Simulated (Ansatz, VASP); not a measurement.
**C in VASP and in Ansatz**

INCAR

```
PREC = Accurate
ENCUT = 520
EDIFF = 1E-6
ISMEAR = 0
SIGMA = 0.05
LREAL = False
LASPH = True
NELM = 100
ALGO = Normal
ISIF = 2
LWAVE = False
LCHARG = False
GGA = PE
NBANDS = 26
```

The input KPOINTS:

```
Automatic mesh
0
Gamma
  12 12 4
```

The input POSCAR:

```
C
1.0
    2.4551126132      0.0000000000      0.0000000000
   -1.2275563066      2.1261898921      0.0000000000
    0.0000000000      0.0000000000      8.0970746369
C
8
Direct
   -0.0137570027     -0.0275140053      0.0929732494
   -0.0137570027     -0.0275140053      0.5929732494
   -0.0137570027     -0.0275140053      0.4070267506
   -0.0137570027     -0.0275140053      0.9070267506
    0.3470903360      0.6941806720      0.1555299995
    0.6804236693      0.3608473387      0.6555299995
    0.3470903360      0.6941806720      0.3444700005
    0.6804236693      0.3608473387      0.8444700005
```

Input for Ansatz:

```yaml
crystal:
  lattice:
    - [2.4551126132, 0.0, 0.0]
    - [-1.2275563066, 2.1261898921, 0.0]
    - [0.0, 0.0, 8.0970746369]
  atoms:
    - { symbol: C, position: [-0.0137570027, -0.0275140053, 0.0929732494] }
    - { symbol: C, position: [-0.0137570027, -0.0275140053, 0.5929732494] }
    - { symbol: C, position: [-0.0137570027, -0.0275140053, 0.4070267506] }
    - { symbol: C, position: [-0.0137570027, -0.0275140053, 0.9070267506] }
    - { symbol: C, position: [0.347090336, 0.694180672, 0.1555299995] }
    - { symbol: C, position: [0.6804236693, 0.3608473387, 0.6555299995] }
    - { symbol: C, position: [0.347090336, 0.694180672, 0.3444700005] }
    - { symbol: C, position: [0.6804236693, 0.3608473387, 0.8444700005] }
basis:
  ecutwfc: 520.0
kpoints:
  mp_grid: { grid: [12, 12, 4] }
hamiltonian:
  xc: pbe
  pseudopotentials: { kind: paw, azcp: { folder: soft_1 } }
scf:
  occupations: { method: gaussian, width: 0.05 }
output:
  forces: true
  stress: true
  eigenvalues: true
```

Change from the starting cell: mode 14 frozen in at -0.060 Å, equal normal strain along x, y and z -0.0250.

Alike in both runs: task single point; functional PBE; k mesh 12 × 12 × 4; occupations gaussian, width 0.05 eV; no spin polarisation.

```csv
,VASP,Ansatz
version,VASP 6.6.1,Ansatz 0.2.0
potentials or method,"VASP PAW PBE potentials, release 64 (C), cutoff 520 eV","scalar-relativistic, plane waves, PAW"
valence electrons in the cell,32,32
```

```tsv
	VASP	Ansatz	Ansatz less VASP
gap on the k mesh at the Fermi level (eV)	3.14	3.15	+0.012
least direct gap on the mesh (eV)	3.53	3.54	+0.003
pressure (GPa)	45.3	44.4	-0.89
traceless stress, the component that is largest in VASP (GPa)	4.38	4.40	+0.024
rms of the force components (eV/Å)	2.594	2.579	-0.0153
```

Atom by atom the forces differ by 0.015 eV/Å (rms over components). Both programs put the cell under a high pressure, so it lies far from rest at this level.
